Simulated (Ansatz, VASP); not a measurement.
**Al2O3 in VASP and in Ansatz**

```
Al O
1.0
     2.84870    0.00000    0.00000
    -1.42435    2.46705    0.00000
     0.00000    0.00000    7.19160
Al O
2 3
Cartesian
  0.0000 0.0000 1.3806
  0.0000 0.0000 5.8110
  0.0000 1.6447 2.0618
  1.4244 0.8223 0.0000
  0.0000 1.6447 5.1298
```

Alike in both runs: functional PBEsol; dispersion D3(BJ); k mesh 12 × 12 × 2; no spin polarisation.

Ansatz relaxed the structure, and its values are those at the end. VASP's run is a single point on that final structure, the one shown.

```csv
,VASP,Ansatz
version,VASP 6.6.1,Ansatz 0.2.0
potentials or method,"VASP PAW PBE potentials, release 64 (Al, O), cutoff 520 eV","plane waves, PAW"
occupations,"gaussian, width 0.01 eV",fixed
valence electrons in the cell,24,24
```

```tsv
	VASP	Ansatz	Ansatz less VASP
pressure (GPa)	0.3	0.0	-0.31
rms of the force components (eV/Å)	0.014	0.002	-0.0118
```

VASP's potentials were made for PBE, not for PBEsol.

The k mesh is coarse, so the values compare programs but aren't converged.
